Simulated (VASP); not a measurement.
# Li6ZnCl8 in VASP: notebook

The runs below take Li6ZnCl8 through single point, with PBE.

All numbers are computed with VASP 6.6.1; they aren't measurements. Logs are shortened: lines on timing, memory, paths and dates and some standing lists are left out, and cuts for length are marked.

## Step 1: The cell of the first run

The cell holds a disordered packing, 15 atoms: a = 6.791 Å, b = 6.935 Å, c = 6.909 Å, α = 88.88°, β = 84.89°, γ = 90.74°.

## Step 2: Single point, PBE

File INCAR:

```
PREC = Accurate
ENCUT = 520
EDIFF = 1E-6
ISMEAR = -1
SIGMA = 0.1379
LREAL = Auto
LASPH = True
NELM = 60
ALGO = Normal
ISIF = 2
LWAVE = False
LCHARG = False
GGA = PE
ISYM = 0
NBANDS = 56
```

File KPOINTS:

```
regular mesh
0
Gamma
  1 1 1
```

File POSCAR:

```
Li6ZnCl8
1.0
    6.7842910000     -0.0457590000      0.3057740000
   -0.0457590000      6.9340140000      0.0689130000
    0.3057740000      0.0689130000      6.9022230000
Zn Cl Li
1 8 6
Direct
   -0.0133765421      0.5491625578      0.9589778191
    0.1483906953      0.2110665803      0.4990435331
    0.7741393753      0.4004155435      0.7424268196
    1.0031533299      0.9143307704      0.9408084203
    0.2653564854      0.7592289274      0.3436424965
    0.5685645004      0.9407442911      0.7722615232
    0.6859660792      0.1737830924      0.2602662206
    0.7791962037      0.6366925204      0.2384657332
    0.3116501542      0.4536562384      0.8796611865
   -0.0245188578      0.0537999574      1.3254884278
    0.1850275370     -0.0997500161      0.6272210363
    1.0171011961      0.5139474526      0.4286375908
    0.6942166881      0.0843164880     -0.0197066823
    0.4438220351      0.3027191107      0.6305385206
    0.6008780847      0.8785056424      0.3553924069
```

Potentials or basis: VASP PAW PBE potentials, release 64 (Zn, Cl, Li_sv).

Run with:

```sh
$ cat potpaw_PBE.64/Zn/POTCAR potpaw_PBE.64/Cl/POTCAR potpaw_PBE.64/Li_sv/POTCAR > POTCAR
$ mpirun -np 1 vasp_gam > vasp.out
```

OUTCAR:

```text
PREC = Accurate
   ENCUT = 520
   EDIFF = 1E-6
   ISMEAR = -1
   LREAL = Auto
   LASPH = True
   NELM = 60
   ISIF = 2
   GGA = PE
   ISYM = 0

 ion  position               nearest neighbor table
   1  0.987  0.549  0.959-   9 2.33   8 2.38   3 2.41   4 2.53
   2  0.148  0.211  0.499-  10 2.07  11 2.34  12 2.35  14 2.36
   3  0.774  0.400  0.742-   1 2.41  14 2.53
   4  0.003  0.914  0.941-  11 2.40  13 2.42   1 2.53
   5  0.265  0.759  0.344-  11 2.23  12 2.41  15 2.42
   6  0.569  0.941  0.772-  13 2.01
   7  0.686  0.174  0.260-  13 2.04  15 2.19  10 2.22
   8  0.779  0.637  0.238-  15 2.21  12 2.33   1 2.38
   9  0.312  0.454  0.880-  14 2.16   1 2.33
  10  0.975  0.054  0.325-   2 2.07   7 2.22
  11  0.185  0.900  0.627-   5 2.23   2 2.34   4 2.40
  12  0.017  0.514  0.429-   8 2.33   2 2.35   5 2.41
  13  0.694  0.084  0.980-   6 2.01   7 2.04   4 2.42
  14  0.444  0.303  0.631-   9 2.16   2 2.36   3 2.53
  15  0.601  0.879  0.355-   7 2.19   8 2.21   5 2.42

IMPORTANT INFORMATION: All symmetrisations will be switched off!
NOSYMM: (Re-)initialisation of all symmetry stuff for point group C_1.

----------------------------------------------------------------------------------------

                                     Primitive cell

  volume of cell :     324.0000

  direct lattice vectors                    reciprocal lattice vectors
     6.784291000 -0.045759000  0.305774000     0.147701732  0.001039848 -0.006553687
    -0.045759000  6.934014000  0.068913000     0.001039848  0.144238243 -0.001486166
     0.305774000  0.068913000  6.902223000    -0.006553687 -0.001486166  0.145186031

  length of vectors
     6.791332417  6.934507411  6.909336371     0.147850714  0.144249648  0.145341471

  position of ions in fractional coordinates (direct lattice)
     0.986623458  0.549162558  0.958977819
     0.148390695  0.211066580  0.499043533
     0.774139375  0.400415544  0.742426820
     0.003153330  0.914330770  0.940808420
     0.265356485  0.759228927  0.343642497
     0.568564500  0.940744291  0.772261523
     0.685966079  0.173783092  0.260266221
     0.779196204  0.636692520  0.238465733
     0.311650154  0.453656238  0.879661187
     0.975481142  0.053799957  0.325488428
     0.185027537  0.900249984  0.627221036
     0.017101196  0.513947453  0.428637591
     0.694216688  0.084316488  0.980293318
[... 80 lines left out ...]
   NUPDOWN=      -1.0000    fix difference up-down
   EMIN   =  10.00;   EMAX   =-10.00  energy-range for DOS
   EFERMI =   0.00;   METHOD = LEGACY
   ISMEAR =    -1;   SIGMA  =   0.14  broadening in eV -4-tet -1-fermi 0-gaus
   EFERMI_NEDOS =   21; number of points for ismear=-14 and -15
   IALGO  =     38    algorithm
   IMIX   =      4    mixing-type and parameters
     AMIX     =   0.40;   BMIX     =  1.00
     AMIX_MAG =   1.60;   BMIX_MAG =  1.00
  volume/ion in A,a.u.               =      21.60       145.76
  Fermi-wavevector in a.u.,A,eV,Ry     =   1.052106  1.988191 15.060644  1.106926
  Thomas-Fermi vector in A             =   2.187175
   LORBIT       =      0    0 simple, 1 ext, 2 COOP (PROOUT), +10 PAW based schemes
   GGA     = PE    functional components
   LHFCALC =     F    Hartree Fock is set to
   AEXX    =    0.0000 exact exchange contribution
   IVDW    =     0    specifies the selected vdW correction
   LEPSILON=     F    determine dielectric tensor
   LRPA    =     F    only Hartree local field effects (RPA)
 non-spin polarized calculation
  energy-cutoff  :      520.00
  volume of cell :      324.00
 maximum number of plane-waves:      4352
 NGX is ok and might be reduce to    50
   NGX = 25   NGY = 25   NGZ = 25

 number of electron      86.0000023 magnetization

 Free energy of the ion-electron system (eV)
  ---------------------------------------------------
  ext. energy  EPLUGINS =         0.00000000
  ---------------------------------------------------
  free energy    TOTEN  =       -48.59001860 eV

  energy without entropy =      -48.58995637  energy(sigma->0) =      -48.58998749

 E-fermi :   1.4056     XC(G=0):  -7.7864

 val. band max:       -0.2387529329   @ k =   0.0000   0.0000   0.0000
 cond. band min:       3.0129344415   @ k =   0.0000   0.0000   0.0000
 fundamental gap:      3.2516873744
 Fermi energy:         1.4056170954

 k-point     1 :       0.0000    0.0000    0.0000
  band No.  band energies     occupation
      1     -44.8226      2.00000
      2     -44.7762      2.00000
      3     -44.6284      2.00000
      4     -44.5802      2.00000
      5     -44.4821      2.00000
      6     -43.5141      2.00000
[... 47 lines left out ...]
     54       7.8805      0.00000
     55       8.1299      0.00000
 [bands above 55 left out]

------------------------ aborting loop because EDIFF is reached ----------------------------------------

  FORCE on cell =-STRESS in cart. coord.  units (eV):
  Direction    XX          YY          ZZ          XY          YZ          ZX
  --------------------------------------------------------------------------------------
  -------------------------------------------------------------------------------------
  Total        3.5619724      5.2854065      6.0286996      2.1013010      1.2857225      1.3565130
  in kB       17.6139241     26.1362912     29.8118695     10.3909161      6.3578873      6.7079455
  external PRESSURE =      24.5206949 kB  Pullay stress =       0.0000000 kB

 VOLUME and BASIS-vectors are now :
 -----------------------------------------------------------------------------
  energy-cutoff  :      520.00
  volume of cell :      324.00
      direct lattice vectors                 reciprocal lattice vectors
     6.784291000 -0.045759000  0.305774000     0.147701732  0.001039848 -0.006553687
    -0.045759000  6.934014000  0.068913000     0.001039848  0.144238243 -0.001486166
     0.305774000  0.068913000  6.902223000    -0.006553687 -0.001486166  0.145186031

 POSITION                                       TOTAL-FORCE (eV/Angst)
 -----------------------------------------------------------------------------------
      6.96164      3.82884      6.95861        -0.036831      0.535253     -0.461082
      1.14966      1.49114      3.50443         0.646487      0.509680      0.261630
      5.46068      2.79223      5.38870         0.877047      0.436871      0.051055
      0.26723      6.40467      6.55764         0.688380     -0.362018     -0.286870
      1.87059      5.27604      2.50536        -0.112745     -0.075952      0.280290
      4.05040      6.55034      5.56900        -1.445046     -0.478189     -2.029924
      4.72542      1.19156      2.01814        -0.405152      0.378803      1.235852
      5.33008      4.39561      1.92808         0.483356     -0.864693      0.023421
      2.36254      3.19202      6.19818        -1.497904      0.802233      1.348665
      6.71501      0.35084      2.54858        -0.011222     -0.716639     -0.979725
      1.40587      6.27710      4.44784         0.467116      0.232406      0.756045
      0.22357      3.59248      2.99920        -0.024487     -0.086554      0.238053
      5.00566      0.62044      6.98429         0.685188      0.344473     -0.647607
      3.18997      2.12220      4.50869         0.446728     -0.510943     -0.251173
      4.14500      6.08857      2.69727        -0.760913     -0.144730      0.461370
 -----------------------------------------------------------------------------------
    total drift:                               -0.001769      0.000728     -0.007796

  FREE ENERGIE OF THE ION-ELECTRON SYSTEM (eV)
  ---------------------------------------------------
  free  energy   TOTEN  =       -48.5900186020 eV

  energy  without entropy=      -48.5899563700  energy(sigma->0) =      -48.58998749
```

OSZICAR:

```text
N       E                     dE             d eps       ncg     rms          rms(c)
DAV:   1     0.982289166587E+03    0.98229E+03   -0.41755E+04   112   0.160E+03
DAV:   2     0.100548449187E+03   -0.88174E+03   -0.84327E+03   136   0.394E+02
DAV:   3    -0.312307722186E+02   -0.13178E+03   -0.13031E+03   120   0.143E+02
DAV:   4    -0.495307021223E+02   -0.18300E+02   -0.18211E+02   176   0.424E+01
DAV:   5    -0.513183058219E+02   -0.17876E+01   -0.17831E+01   200   0.148E+01    0.887E+00
DAV:   6    -0.486938433719E+02    0.26245E+01   -0.49964E+00   184   0.547E+01    0.619E+00
DAV:   7    -0.485670750820E+02    0.12677E+00   -0.56591E+00   136   0.891E+00    0.501E+00
DAV:   8    -0.485667698863E+02    0.30520E-03   -0.39279E-01   136   0.245E+00    0.295E+00
DAV:   9    -0.485784447710E+02   -0.11675E-01   -0.63013E-02   160   0.171E+00    0.851E-01
DAV:  10    -0.485866309965E+02   -0.81862E-02   -0.32624E-02   144   0.769E-01    0.378E-01
DAV:  11    -0.485887777724E+02   -0.21468E-02   -0.62026E-03   160   0.285E-01    0.200E-01
DAV:  12    -0.485897809258E+02   -0.10032E-02   -0.12533E-03   128   0.153E-01    0.627E-02
DAV:  13    -0.485899821760E+02   -0.20125E-03   -0.30634E-04   136   0.853E-02    0.365E-02
DAV:  14    -0.485900159203E+02   -0.33744E-04   -0.80511E-05   176   0.406E-02    0.309E-02
DAV:  15    -0.485900169516E+02   -0.10314E-05   -0.21871E-05   136   0.203E-02    0.111E-02
DAV:  16    -0.485900184779E+02   -0.15263E-05   -0.32541E-06   120   0.866E-03    0.417E-03
DAV:  17    -0.485900186020E+02   -0.12411E-06   -0.11991E-06    96   0.540E-03
   1 F= -.48590019E+02 E0= -.48589987E+02  d E =-.622320E-04
```

Wall time 31 s (1 thread of AMD EPYC 7R43 (Zen 3), shared host); peak memory 0.31 GiB.

What came out:

```
Free energy   : -48.5900 eV
Largest force : 2.537 eV/Å
```

Forces in eV/Å, atoms in the order of the input:
```
Zn  -0.037  0.535 -0.461
Cl   0.646  0.510  0.262
Cl   0.877  0.437  0.051
Cl   0.688 -0.362 -0.287
Cl  -0.113 -0.076  0.280
Cl  -1.445 -0.478 -2.030
Cl  -0.405  0.379  1.236
Cl   0.483 -0.865  0.023
Cl  -1.498  0.802  1.349
Li  -0.011 -0.717 -0.980
Li   0.467  0.232  0.756
Li  -0.024 -0.087  0.238
Li   0.685  0.344 -0.648
Li   0.447 -0.511 -0.251
Li  -0.761 -0.145  0.461
```

Levels at points of the mesh, in eV from the Fermi level:
```csv
k point,band 39,band 40,band 41,band 42,band 43,band 44,band 45,band 46,band 47,band 48
"(0.00, 0.00, 0.00)",-2.44,-2.18,-2.09,-1.84,-1.64,1.61,3.46,4.10,4.64,5.17
```

Caveat: the k points lie up to 0.93 Å⁻¹ apart; the cutoff is under 1.25 times the usual one of these potentials, so pressure, stress and relaxed cells hold a basis-set (Pulay) error; the atoms stand as in a frame of molecular dynamics.

## Step 3: Single point, PBE

File INCAR:

```
SYSTEM = Li6ZnCl8
PREC = Accurate
ENCUT = 520
EDIFF = 1E-7
ISMEAR = -1
SIGMA = 0.0991
LREAL = Auto
LASPH = .True.
NELM = 60
ALGO = Normal
ISIF = 2
LWAVE = .False.
LCHARG = .False.
GGA = PE
NBANDS = 56
ISYM = 0
```

File KPOINTS:

```
regular mesh
0
Gamma
  1 1 1
  0 0 0
```

File POSCAR:

```
Li6ZnCl8
1.0
    6.7842910000     -0.0457590000      0.3057740000
   -0.0457590000      6.9340140000      0.0689130000
    0.3057740000      0.0689130000      6.9022230000
Zn Cl Li
1 8 6
Direct
    0.9746156375      0.5494557694      0.9157987554
    0.1994797502      0.1764962797      0.4710623506
    0.7733248160      0.4194894562      0.6631231852
    0.0103514248      0.8630882376      0.8621268545
    0.3088408081      0.7421204703      0.3376506037
    0.5993230333      0.9722982367      0.7127078639
    0.7735304832      0.1468301498      0.2480325518
    0.8045529451      0.5936243669      0.2139925343
    0.2581790051      0.3988822763      0.8865631259
    1.0226113103     -0.0894932252      0.2313053774
    0.3151556911      0.9699355399      0.7484886269
    0.0591588042      0.4469278601      0.4208350898
    0.5798068438      0.2709162851      0.8900217348
    0.5180197500      0.3706964857      0.3370691185
    0.5980135478      0.8728722744      0.3890547666
```

Potentials or basis: VASP PAW PBE potentials, release 64 (Zn, Cl, Li_sv).

Run with:

```sh
$ cat potpaw_PBE.64/Zn/POTCAR potpaw_PBE.64/Cl/POTCAR potpaw_PBE.64/Li_sv/POTCAR > POTCAR
$ mpirun -np 1 vasp_gam > vasp.out
```

Wall time 36 s (1 thread of AMD EPYC 7R43 (Zen 3), shared host); peak memory 0.32 GiB.

It converged, with:

* Free energy: -48.9153 eV
* Largest force: 2.288 eV/Å

Forces on the atoms (eV/Å):
```
Zn  -0.445 -0.207 -0.546
Cl   0.611 -0.012 -0.217
Cl   0.740  0.662  0.566
Cl   0.346  0.542  0.109
Cl  -0.346 -0.836 -0.152
Cl   1.497 -0.126  0.092
Cl  -0.679 -0.478 -0.522
Cl   0.058  0.446  0.029
Cl   0.511 -0.225  0.555
Li   0.250  0.204 -0.061
Li  -2.269  0.088 -0.276
Li  -0.294  0.326 -0.046
Li   0.013 -0.570 -0.011
Li  -0.112 -0.156  0.404
Li   0.118  0.342  0.076
```

Levels at points of the mesh, in eV from the Fermi level:
```csv
k point,band 39,band 40,band 41,band 42,band 43,band 44,band 45,band 46,band 47,band 48
"(0.00, 0.00, 0.00)",-2.51,-2.43,-2.34,-2.07,-1.96,1.93,3.64,4.27,4.70,4.95
```

Caveat: the k points lie up to 0.93 Å⁻¹ apart; the cutoff is under 1.25 times the usual one of these potentials, so pressure, stress and relaxed cells hold a basis-set (Pulay) error; the atoms stand as in a frame of molecular dynamics.

## Step 4: Single point, PBE

File INCAR:

```
SYSTEM = Li6ZnCl8
  ALGO = Normal
  EDIFF = 1E-6
  ENCUT = 520
  GGA = PE
  ISIF = 2
  ISMEAR = -1
  ISYM = 0
  LASPH = .True.
  LCHARG = .True.
  LELF = .True.
  LREAL = Auto
  LVHAR = .True.
  LWAVE = .False.
  NBANDS = 56
  NELM = 80
  PREC = Accurate
  SIGMA = 0.0991
```

File KPOINTS:

```
k-points
0
Gamma
  1 1 1
  0 0 0
```

File POSCAR:

```
Li6ZnCl8
1.0
    6.7842910000     -0.0457590000      0.3057740000
   -0.0457590000      6.9340140000      0.0689130000
    0.3057740000      0.0689130000      6.9022230000
Zn Cl Li
1 8 6
Direct
    1.0019113729      0.5491892217      0.8766083442
    0.2189068439      0.1580331716      0.3548493636
    0.8361424869      0.4215510304      0.6589075753
    0.0964706467      0.8773798987      0.8735637640
    0.3564618704      0.6530179931      0.3245023812
    0.5824432075      0.9881358817      0.7455339537
    0.7570784037      0.0804256909      0.2350395999
    0.8018921761      0.5509003279      0.1495247296
    0.2930457656      0.3666199112      0.8934291671
    1.0125062233     -0.1102747239      0.2233940115
    0.2289741422      1.1729851987      0.6806674794
    0.0679273289      0.4822069894      0.3361814387
    0.6456221203      0.2532928661      0.9301545851
    0.4923218235      0.3522595524      0.2735403542
    0.5494498832      0.9215482898      0.4379222251
```

Run with:

```sh
$ cat potpaw_PBE.64/Zn/POTCAR potpaw_PBE.64/Cl/POTCAR potpaw_PBE.64/Li_sv/POTCAR > POTCAR
$ mpirun -np 1 vasp_gam > vasp.out
```

Run time: 35 s. Hardware: 1 thread of AMD EPYC 7R43 (Zen 3), shared host; peak memory 0.32 GiB.

Results (log left out):

```yaml
Free_energy: -49.3055 eV
Largest_force: 1.682 eV/Å
```

Forces in eV/Å, atoms in the order of the input:
```
Zn   1.198  1.180 -0.034
Cl  -0.037  0.076  0.375
Cl  -0.070 -0.397 -0.843
Cl  -0.322 -0.710  0.168
Cl  -0.230  0.244  0.266
Cl  -0.291  0.135 -0.191
Cl  -0.587  0.575 -0.435
Cl  -0.033  0.285  0.307
Cl   0.249  1.028  0.840
Li   0.493  0.158 -0.383
Li  -0.040 -1.165 -0.338
Li  -0.042 -0.613  0.272
Li   0.137 -0.576 -0.521
Li   0.066  0.105  0.294
Li  -0.491 -0.325  0.223
```

Levels at points of the mesh, in eV from the Fermi level:
```tsv
k point	band 40	band 41	band 42	band 43	band 44	band 45	band 46	band 47
(0.00, 0.00, 0.00)	-3.02	-2.67	-2.32	-1.84	1.83	3.36	4.02	4.16
```

Caveat: the k points lie up to 0.93 Å⁻¹ apart; the cutoff is under 1.25 times the usual one of these potentials, so pressure, stress and relaxed cells hold a basis-set (Pulay) error; the atoms stand as in a frame of molecular dynamics.

## Step 5: Single point, PBE

File INCAR:

```
SYSTEM = Li6ZnCl8
PREC = Accurate
ENCUT = 520
EDIFF = 1E-6
ISMEAR = -1
SIGMA = 0.0991
LREAL = Auto
LASPH = .True.
NELM = 100
ALGO = Normal
ISIF = 2
LWAVE = .False.
LCHARG = .False.
GGA = PE
ISYM = 0
NBANDS = 56
```

File KPOINTS:

```
regular mesh
0
Gamma
  1 1 1
  0 0 0
```

File POSCAR:

```
Li6ZnCl8
1.0
    6.7842910000     -0.0457590000      0.3057740000
   -0.0457590000      6.9340140000      0.0689130000
    0.3057740000      0.0689130000      6.9022230000
Zn Cl Li
1 8 6
Direct
    1.0073392226      0.5803432986      0.9331516323
    0.2038398201      0.1671990511      0.4233590967
    0.8221606294      0.4050669228      0.6947533105
    0.0356582001      0.8942940397      0.9326149219
    0.2441796716      0.6589681130      0.2817073189
    0.5776908983      0.9410855044      0.6734940494
    0.7304735902      0.0700446178      0.2135066027
    0.7734230206      0.5718339743      0.2175682464
    0.2697693633      0.3736402639      0.9243184219
    1.0176205767     -0.0979458598      0.3168090670
    0.1654779284      1.1377189814      0.7141433309
   -0.0137429307      0.4186326524      0.4258480201
    0.7311849602      0.0594280979      0.9200155199
    0.5120408437      0.3658608445      0.3940077935
    0.4194498092      0.9081877966      0.3600149124
```

Run with:

```sh
$ cat potpaw_PBE.64/Zn/POTCAR potpaw_PBE.64/Cl/POTCAR potpaw_PBE.64/Li_sv/POTCAR > POTCAR
$ mpirun -np 1 vasp_gam > vasp.out
```

Wall time 31 s (1 thread of AMD EPYC 7R43 (Zen 3), shared host); peak memory 0.32 GiB.

It converged, with:

* Free energy: -49.0773 eV
* Largest force: 1.891 eV/Å

Forces on the atoms (eV/Å):
```
Zn  -0.231 -1.187  0.041
Cl   0.183 -0.031 -1.368
Cl  -0.110 -0.070  1.201
Cl   0.470  0.394 -0.729
Cl   0.194  0.132  0.787
Cl  -0.457 -0.100 -0.178
Cl  -0.822  0.678  1.562
Cl   0.106 -0.325 -0.293
Cl  -0.210  0.103 -0.314
Li  -0.607 -0.059 -0.301
Li   0.206 -0.091  1.805
Li   0.307  0.404 -1.049
Li  -0.276 -0.018 -1.271
Li   0.258  0.012 -0.252
Li   0.990  0.158  0.360
```

Levels at points of the mesh, in eV from the Fermi level:
```csv
k point,band 39,band 40,band 41,band 42,band 43,band 44,band 45,band 46,band 47,band 48
"(0.00, 0.00, 0.00)",-2.73,-2.64,-2.32,-2.16,-1.89,1.89,3.68,4.46,4.55,4.64
```

Caveat: the k points lie up to 0.93 Å⁻¹ apart; the cutoff is under 1.25 times the usual one of these potentials, so pressure, stress and relaxed cells hold a basis-set (Pulay) error; the atoms stand as in a frame of molecular dynamics.

(Part 1 of 2 ends here.)
